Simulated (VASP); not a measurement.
# AlN (P2_1) in VASP: further runs, part 2 of 2

VASP 6.6.1. Earlier steps stand in the parts before.

## (5) Single point, LDA (mode 4 frozen in at -0.052 Å and mode 5 at -0.034 Å (largest displacements))

File INCAR:

```
SYSTEM = AlN
PREC     = Accurate       ! precision mode
ENCUT    = 520            ! plane-wave cutoff, eV
EDIFF    = 1E-7           ! SCF threshold, eV
ISMEAR   = 0              ! smearing method
SIGMA    = 0.05           ! smearing width, eV
LREAL    = .FALSE.        ! projectors in reciprocal space
LASPH    = .TRUE.         ! aspherical terms in the spheres
NELM     = 100            ! most SCF steps
ALGO     = Normal         ! electronic algorithm
ISIF     = 2              ! what is computed and relaxed
LWAVE    = .FALSE.        ! write WAVECAR
LCHARG   = .FALSE.        ! write CHGCAR
GGA      = CA             ! functional
NBANDS   = 16             ! bands
```

File KPOINTS:

```
Automatic mesh
0
G
  9 9 6
  0 0 0
```

File POSCAR:

```
AlN
1.0
    3.0887424016      0.0000000000      0.0000000000
   -1.5443712008      2.6749293856      0.0000000000
    0.0000000000      0.0000000000      4.9437688231
Al N
2 2
Direct
    0.3101974288      0.6538065141      0.0015212672
    0.6898025712      0.3461934859      0.5015212672
    0.3539782469      0.6781421955      0.3834787328
    0.6460217531      0.3218578045      0.8834787328
```

Potentials or basis: VASP PAW LDA potentials, release 64 (Al, N).

Run with:

```console
> cat potpaw_LDA.64/Al/POTCAR potpaw_LDA.64/N/POTCAR > POTCAR
> mpirun -np 1 vasp_std > vasp.out
```

OUTCAR:

```text
SYSTEM = AlN
   PREC = Accurate
   ENCUT = 520
   EDIFF = 1E-7
   ISMEAR = 0
   LREAL = .FALSE.
   LASPH = .TRUE.
   NELM = 100
   ISIF = 2
   GGA = CA

 ion  position               nearest neighbor table
   1  0.310  0.654  0.002-   4 1.87   4 1.88   4 1.88   3 1.89   2 2.98   2 2.98   2 3.08   2 3.08
                             2 3.09   2 3.09
   2  0.690  0.346  0.502-   3 1.87   3 1.88   3 1.88   4 1.89   1 2.98   1 2.98   1 3.08   1 3.08
                             1 3.09   1 3.09
   3  0.354  0.678  0.383-   2 1.87   2 1.88   2 1.88   1 1.89
   4  0.646  0.322  0.883-   1 1.87   1 1.88   1 1.88   2 1.89

  LATTYP: Found a hexagonal cell.
 ALAT       =     3.0887424016
 C/A-ratio  =     1.6005766038

  Lattice vectors:

 A1 = (   3.0887424016,   0.0000000000,   0.0000000000)
 A2 = (  -1.5443712008,   2.6749293856,   0.0000000000)
 A3 = (   0.0000000000,   0.0000000000,   4.9437688231)

Analysis of symmetry for initial positions (statically):
=====================================================================
 Subroutine PRICEL returns:
 Original cell was already a primitive cell.

[... 179 lines left out ...]
 fundamental gap:      4.3756299863
 Fermi energy:         6.3684988751

 k-point     1 :       0.0000    0.0000    0.0000
  band No.  band energies     occupation
      1      -9.0552      2.00000
      2      -6.7600      2.00000
      3      -0.0348      2.00000
      4       5.2031      2.00000
      5       5.2543      2.00000
      6       5.7849      2.00000
[... 433 lines left out ...]
      3       1.1699      2.00000
      4       2.1559      2.00000
      5       2.2697      2.00000
      6       3.6674      2.00000
[... 8 lines left out ...]
     15      18.4518      0.00000
     16      20.9125      0.00000

 [... further k-points ...]

------------------------ aborting loop because EDIFF is reached ----------------------------------------

  FORCE on cell =-STRESS in cart. coord.  units (eV):
  Direction    XX          YY          ZZ          XY          YZ          ZX
  --------------------------------------------------------------------------------------
  -------------------------------------------------------------------------------------
  Total        0.0709448      0.1631951      0.1520888     -0.0866393      0.0000000      0.0000000
  in kB        2.7827802      6.4012625      5.9656198     -3.3983899      0.0000000      0.0000000
  external PRESSURE =       5.0498875 kB  Pullay stress =       0.0000000 kB

 VOLUME and BASIS-vectors are now :
 -----------------------------------------------------------------------------
  energy-cutoff  :      520.00
  volume of cell :       40.85
      direct lattice vectors                 reciprocal lattice vectors
     3.088742402  0.000000000  0.000000000     0.323756361  0.186920822  0.000000000
    -1.544371201  2.674929386  0.000000000     0.000000000  0.373841644  0.000000000
     0.000000000  0.000000000  4.943768823     0.000000000  0.000000000  0.202274830

 POSITION                                       TOTAL-FORCE (eV/Angst)
 -----------------------------------------------------------------------------------
     -0.05160      1.74889      0.00752         0.311289      0.203277      0.027773
      1.59597      0.92604      2.47941        -0.311289     -0.203277      0.027773
      0.04604      1.81398      1.89583        -0.127005     -0.086462     -0.027773
      1.49833      0.86095      4.36771         0.127005      0.086462     -0.027773
 -----------------------------------------------------------------------------------
    total drift:                               -0.000000     -0.000000     -0.000620

  FREE ENERGIE OF THE ION-ELECTRON SYSTEM (eV)
  ---------------------------------------------------
  free  energy   TOTEN  =       -32.8097399491 eV

  energy  without entropy=      -32.8097399491  energy(sigma->0) =      -32.80973995
```

stdout:

```text
POSCAR found type information on POSCAR AlN
 POSCAR found :  2 types and       4 ions
 scaLAPACK will be used
 LDA part: xc-table for (Slater(with rela. corr.)+CA(PZ))
 , standard interpolation
 POSCAR, INCAR and KPOINTS ok, starting setup
 FFT: planning ... GRIDC
 FFT: planning ... GRID_SOFT
 FFT: planning ... GRID
 WAVECAR not read
 entering main loop
```

Run time: 2.3 min. Hardware: 1 thread of AMD EPYC 7R43 (Zen 3), shared host; peak memory 0.16 GiB.

Results:

```
Free energy            : -32.8097 eV
Pressure               : 0.5 GPa
Largest force          : 0.373 eV/Å
Band gap on the k mesh : 4.38 eV, direct
```

Forces in eV/Å, atoms in the order of the input:
```
Al   0.311  0.203  0.028
Al  -0.311 -0.203  0.028
N   -0.127 -0.086 -0.028
N    0.127  0.086 -0.028
```

Caveat: the cell differs from its parent crystal (mode 4 frozen in at -0.052 Å and mode 5 at -0.034 Å (largest displacements)).

## (6) Single point, LDA (mode 4 frozen in at -0.034 Å and mode 5 at -0.052 Å (largest displacements))

File INCAR:

```
SYSTEM = AlN
PREC = Accurate ; ENCUT = 520
EDIFF = 1E-6 ; ISMEAR = 0
SIGMA = 0.05 ; LREAL = .False.
LASPH = .True. ; NELM = 60
ALGO = Normal ; ISIF = 2
LWAVE = .False. ; LCHARG = .False.
NBANDS = 16
```

File KPOINTS:

```
Automatic mesh
0
Gamma
  9 9 6
  0 0 0
```

File POSCAR:

```
AlN
1.0
    3.0887424016      0.0000000000      0.0000000000
   -1.5443712008      2.6749293856      0.0000000000
    0.0000000000      0.0000000000      4.9437688231
Al N
2 2
Direct
    0.3125510001      0.6473764378      0.0015212672
    0.6874489999      0.3526235622      0.5015212672
    0.3518780794      0.6838799599      0.3834787328
    0.6481219206      0.3161200401      0.8834787328
```

Potentials or basis: VASP PAW LDA potentials, release 64 (Al, N).

Run with:

```console
> cat potpaw_LDA.64/Al/POTCAR potpaw_LDA.64/N/POTCAR > POTCAR
> mpirun -np 1 vasp_std > vasp.out
```

OUTCAR:

```text
SYSTEM = AlN
   PREC = Accurate
   ENCUT = 520
   EDIFF = 1E-6
   ISMEAR = 0
   LREAL = .False.
   LASPH = .True.
   NELM = 60
   ISIF = 2

 ion  position               nearest neighbor table
   1  0.313  0.647  0.002-   4 1.87   4 1.88   4 1.88   3 1.89   2 2.98   2 2.98   2 3.06   2 3.06
                             2 3.11   2 3.11
   2  0.687  0.353  0.502-   3 1.87   3 1.88   3 1.88   4 1.89   1 2.98   1 2.98   1 3.06   1 3.06
                             1 3.11   1 3.11
   3  0.352  0.684  0.383-   2 1.87   2 1.88   2 1.88   1 1.89
   4  0.648  0.316  0.883-   1 1.87   1 1.88   1 1.88   2 1.89

  LATTYP: Found a hexagonal cell.
 ALAT       =     3.0887424016
 C/A-ratio  =     1.6005766038

  Lattice vectors:

 A1 = (   3.0887424016,   0.0000000000,   0.0000000000)
 A2 = (  -1.5443712008,   2.6749293856,   0.0000000000)
 A3 = (   0.0000000000,   0.0000000000,   4.9437688231)

Analysis of symmetry for initial positions (statically):
=====================================================================
 Subroutine PRICEL returns:
 Original cell was already a primitive cell.

 Routine SETGRP: Setting up the symmetry group for a
 hexagonal supercell.

 Subroutine GETGRP returns: Found  2 space group operations
 (whereof  1 operations were pure point group operations)
 out of a pool of 24 trial point group operations.

The static configuration has the point symmetry C_1 .
 The point group associated with its full space group is C_2 .

Analysis of symmetry for dynamics (positions and initial velocities):
=====================================================================
 Subroutine PRICEL returns:
 Original cell was already a primitive cell.

 Routine SETGRP: Setting up the symmetry group for a
 hexagonal supercell.

 Subroutine GETGRP returns: Found  2 space group operations
 (whereof  1 operations were pure point group operations)
 out of a pool of 24 trial point group operations.

The dynamic configuration has the point symmetry C_1 .
 The point group associated with its full space group is C_2 .

 Subroutine INISYM returns: Found  2 space group operations
 (whereof  1 operations are pure point group operations),
 and found     1 'primitive' translations

----------------------------------------------------------------------------------------

                                     Primitive cell

  volume of cell :      40.8462

  direct lattice vectors                    reciprocal lattice vectors
     3.088742402  0.000000000  0.000000000     0.323756361  0.186920822  0.000000000
    -1.544371201  2.674929386  0.000000000     0.000000000  0.373841644  0.000000000
     0.000000000  0.000000000  4.943768823     0.000000000  0.000000000  0.202274830

  length of vectors
     3.088742402  3.088742402  4.943768823     0.373841644  0.373841644  0.202274830

  position of ions in fractional coordinates (direct lattice)
     0.312551000  0.647376438  0.001521267
     0.687449000  0.352623562  0.501521267
     0.351878079  0.683879960  0.383478733
     0.648121921  0.316120040  0.883478733

  ion indices of the primitive-cell ions
   primitive index   ion index
                 1           1
                 2           2
                 3           3
                 4           4

----------------------------------------------------------------------------------------

 KPOINTS: Automatic mesh

Automatic generation of k-mesh.
 Grid dimensions read from file:
 generate k-points for:    9    9    6

 Generating k-lattice:

  Cartesian coordinates                     Fractional coordinates (reciprocal lattice)
     0.035972929  0.020768980  0.000000000     0.111111111 -0.000000000  0.000000000
     0.000000000  0.041537960  0.000000000     0.000000000  0.111111111  0.000000000
     0.000000000  0.000000000  0.033712472     0.000000000  0.000000000  0.166666667

  Length of vectors
     0.041537960  0.041537960  0.033712472

  Shift w.r.t. Gamma in fractional coordinates (k-lattice)
     0.000000000  0.000000000  0.000000000

 Subroutine IBZKPT returns following result:
 ===========================================

 Found    164 irreducible k-points:

 Following reciprocal coordinates:
            Coordinates               Weight
  0.000000  0.000000  0.000000      1.000000
  0.111111  0.000000  0.000000      2.000000
  0.000000  0.111111  0.000000      2.000000
 -0.111111  0.111111  0.000000      2.000000
  0.222222 -0.000000  0.000000      2.000000
  0.000000  0.222222  0.000000      2.000000
[... 16 lines left out ...]
  0.333333  0.111111  0.000000      2.000000
 -0.111111  0.444444  0.000000      2.000000
 [... further k-points ...]
   k-points           NKPTS =    164   k-points in BZ     NKDIM =    164   number of bands    NBANDS=     16
   number of dos      NEDOS =    301   number of ions     NIONS =      4
   total plane-waves  NPLWV =  23040
   dimension x,y,z NGX =    24 NGY =   24 NGZ =   40
   dimension x,y,z NGXF=    48 NGYF=   48 NGZF=   80
   ions per type =               2   2
   NGX,Y,Z   is equivalent  to a cutoff of  12.92, 12.92, 13.45 a.u.
   NGXF,Y,Z  is equivalent  to a cutoff of  25.84, 25.84, 26.90 a.u.
 SYSTEM =  AlN
   PREC   = accura    normal or accurate (medium, high low for compatibility)
   ISTART =      0    job   : 0-new  1-cont  2-samecut
   ICHARG =      2    charge: 1-file 2-atom 10-const
   ISPIN  =      1    spin polarized calculation?
   LNONCOLLINEAR =      F non collinear calculations
   LSORBIT =      F    spin-orbit coupling
   LASPH  =      T    aspherical Exc in radial PAW
   ENCUT  =  520.0 eV  38.22 Ry    6.18 a.u.   5.74  5.74  9.19*2*pi/ulx,y,z
   NELM   =     60;   NELMIN=  2; NELMDL= -5     # of ELM steps
   EDIFF  = 0.1E-05   stopping-criterion for ELM
   LREAL  =      F    real-space projection
   EDIFFG = 0.1E-04   stopping-criterion for IOM
   NSW    =      0    number of steps for IOM
   IBRION =     -1    ionic relax: 0-MD 1-quasi-New 2-CG
   NFREE  =      0    steps in history (QN), initial steepest desc. (CG)
   ISIF   =      2    stress and relaxation
   ISYM   =      2    0-nonsym 1-usesym 2-fastsym
   POTIM  = 0.5000    time-step for ionic-motion
   TEBEG  =    0.0;   TEEND  =   0.0 temperature during run
   PSTRESS=    0.0 pullay stress
   NELECT =      16.0000    total number of electrons
   NUPDOWN=      -1.0000    fix difference up-down
   EMIN   =  10.00;   EMAX   =-10.00  energy-range for DOS
   EFERMI =   0.00;   METHOD = LEGACY
   ISMEAR =     0;   SIGMA  =   0.05  broadening in eV -4-tet -1-fermi 0-gaus
   EFERMI_NEDOS =   21; number of points for ismear=-14 and -15
   IALGO  =     38    algorithm
   IMIX   =      4    mixing-type and parameters
     AMIX     =   0.40;   BMIX     =  1.00
     AMIX_MAG =   1.60;   BMIX_MAG =  1.00
  volume/ion in A,a.u.               =      10.21        68.91
  Fermi-wavevector in a.u.,A,eV,Ry     =   1.197836  2.263582 19.521797  1.434812
  Thomas-Fermi vector in A             =   2.333741
   LORBIT       =      0    0 simple, 1 ext, 2 COOP (PROOUT), +10 PAW based schemes
   GGA     = CA    functional components
   LHFCALC =     F    Hartree Fock is set to
   AEXX    =    0.0000 exact exchange contribution
   IVDW    =     0    specifies the selected vdW correction
   LEPSILON=     F    determine dielectric tensor
   LRPA    =     F    only Hartree local field effects (RPA)
 non-spin polarized calculation
 Gauss-broadening in eV      SIGMA  =   0.05
  energy-cutoff  :      520.00
  volume of cell :       40.85
 maximum number of plane-waves:      1118
   NGX = 11   NGY = 11   NGZ = 19

 number of electron      15.9999999 magnetization

 Free energy of the ion-electron system (eV)
  ---------------------------------------------------
  ext. energy  EPLUGINS =         0.00000000
  ---------------------------------------------------
  free energy    TOTEN  =       -32.81011672 eV

  energy without entropy =      -32.81011672  energy(sigma->0) =      -32.81011672

 E-fermi :   6.3706     XC(G=0): -11.3445

 val. band max:        6.1410747567   @ k =   0.0000   0.0000   0.0000
 cond. band min:      10.5169267575   @ k =   0.0000   0.0000   0.0000
 fundamental gap:      4.3758520009
 Fermi energy:         6.3706124432

 k-point     1 :       0.0000    0.0000    0.0000
  band No.  band energies     occupation
      1      -9.0551      2.00000
      2      -6.7597      2.00000
      3      -0.0347      2.00000
      4       5.2010      2.00000
      5       5.2579      2.00000
      6       5.7884      2.00000
[... 433 lines left out ...]
      3       1.2024      2.00000
      4       2.1318      2.00000
      5       2.2716      2.00000
      6       3.6704      2.00000
[... 8 lines left out ...]
     15      18.3954      0.00000
     16      20.9465      0.00000

 [... further k-points ...]
[... 5 lines left out ...]
  --------------------------------------------------------------------------------------
  -------------------------------------------------------------------------------------
  Total        0.0904428      0.1321441      0.1424890     -0.0733963      0.0000000      0.0000000
  in kB        3.5475832      5.1832977      5.5890723     -2.8789402      0.0000000      0.0000000
  external PRESSURE =       4.7733177 kB  Pullay stress =       0.0000000 kB

 VOLUME and BASIS-vectors are now :
 -----------------------------------------------------------------------------
  energy-cutoff  :      520.00
  volume of cell :       40.85
      direct lattice vectors                 reciprocal lattice vectors
     3.088742402  0.000000000  0.000000000     0.323756361  0.186920822  0.000000000
    -1.544371201  2.674929386  0.000000000     0.000000000  0.373841644  0.000000000
     0.000000000  0.000000000  4.943768823     0.000000000  0.000000000  0.202274830

 POSITION                                       TOTAL-FORCE (eV/Angst)
 -----------------------------------------------------------------------------------
     -0.03440      1.73169      0.00752         0.213213      0.287238      0.027678
      1.57877      0.94324      2.47941        -0.213213     -0.287238      0.027678
      0.03070      1.82933      1.89583        -0.082320     -0.137074     -0.027678
      1.51367      0.84560      4.36771         0.082320      0.137074     -0.027678
 -----------------------------------------------------------------------------------
    total drift:                                0.000000      0.000000     -0.000447

  FREE ENERGIE OF THE ION-ELECTRON SYSTEM (eV)
  ---------------------------------------------------
  free  energy   TOTEN  =       -32.8101167215 eV

  energy  without entropy=      -32.8101167215  energy(sigma->0) =      -32.81011672
```

OSZICAR:

```text
N       E                     dE             d eps       ncg     rms          rms(c)
DAV:   1     0.364825405763E+02    0.36483E+02   -0.73300E+03  5248   0.895E+02
DAV:   2    -0.348589900927E+02   -0.71342E+02   -0.65709E+02  7432   0.177E+02
DAV:   3    -0.379326755781E+02   -0.30737E+01   -0.30648E+01  6496   0.374E+01
DAV:   4    -0.379477709213E+02   -0.15095E-01   -0.15095E-01  6656   0.318E+00
DAV:   5    -0.379479201262E+02   -0.14920E-03   -0.14920E-03  6488   0.308E-01    0.124E+01
DAV:   6    -0.329267344781E+02    0.50212E+01   -0.11450E+01  5480   0.241E+01    0.438E+00
DAV:   7    -0.328714674759E+02    0.55267E-01   -0.51514E-01  6576   0.472E+00    0.284E+00
DAV:   8    -0.328128348688E+02    0.58633E-01   -0.68420E-02  5592   0.219E+00    0.339E-01
DAV:   9    -0.328100174455E+02    0.28174E-02   -0.54790E-03  6760   0.531E-01    0.218E-01
DAV:  10    -0.328101643155E+02   -0.14687E-03   -0.56839E-04  6120   0.151E-01    0.108E-01
DAV:  11    -0.328101170857E+02    0.47230E-04   -0.84970E-05  6312   0.682E-02    0.188E-02
DAV:  12    -0.328101167215E+02    0.36416E-06   -0.13230E-06  5344   0.897E-03
   1 F= -.32810117E+02 E0= -.32810117E+02  d E =-.408315E-13
```

Run time: 1.8 min. Hardware: 1 thread of AMD EPYC 7R43 (Zen 3), shared host; peak memory 0.16 GiB.

What came out:

| Item | Value |
| --- | --- |
| Free energy | -32.8101 eV |
| Pressure | 0.5 GPa |
| Largest force | 0.359 eV/Å |
| Band gap on the k mesh | 4.38 eV, direct |

Forces on the atoms (eV/Å):
```
Al   0.213  0.287  0.028
Al  -0.213 -0.287  0.028
N   -0.082 -0.137 -0.028
N    0.082  0.137 -0.028
```

Stress tensor (GPa, compression positive):
```
 0.35 -0.29  0.00
-0.29  0.52  0.00
 0.00  0.00  0.56
```

Levels at points of the mesh, in eV from the valence-band top:
```csv
k point,band 6,band 7,band 8,band 9,band 10,band 11
"(0.00, 0.00, 0.00)",-0.35,-0.16,0.00,4.38,6.70,10.57
"(0.00, 0.00, 0.50)",-0.62,-0.56,-0.56,6.56,6.56,10.27
```

Caveat: the cell differs from its parent crystal (mode 4 frozen in at -0.034 Å and mode 5 at -0.052 Å (largest displacements)). A k mesh can miss the band edges.
